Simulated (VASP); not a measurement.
Here is a VASP 6.6.1 calculation.

File INCAR:

```
SYSTEM = Ge
PREC = Accurate
ENCUT = 520
EDIFF = 1E-8
ISMEAR = -1
SIGMA = 0.05
LREAL = .FALSE.
LASPH = .TRUE.
NELM = 80
ALGO = Normal
ISIF = 2
LWAVE = .FALSE.
LCHARG = .FALSE.
GGA = PE
LEFG = .TRUE.
NBANDS = 21
```

The input KPOINTS:

```
Automatic mesh
0
G
  10 10 10
  0 0 0
```

Contents of POSCAR:

```
Ge
1.0
    0.0000000000      2.8287700000      2.8853454000
    2.8287700000      0.0000000000      2.8853454000
    2.8287700000      2.8287700000      0.0000000000
Ge
2
Direct
    0.5000000000      0.5000000000      0.5000000000
    0.7500000000      0.7500000000      0.7500000000
```

Potentials or basis: VASP PAW PBE potentials, release 64 (Ge_d).

Command:

```sh
$ cat potpaw_PBE.64/Ge_d/POTCAR > POTCAR
$ mpirun -np 1 vasp_std > vasp.out
```

(1) Estimate the band gap on the k mesh.

(2) Predict the pressure.

Answers

(1) zero (filled and empty bands touch).

(2) 2.2 GPa.

Caveat: the cell differs from its parent crystal (zz strain of +2 %); without QUAD_EFG the Cq values of the log hold for a quadrupole moment of 1 mb, not for the nuclei.
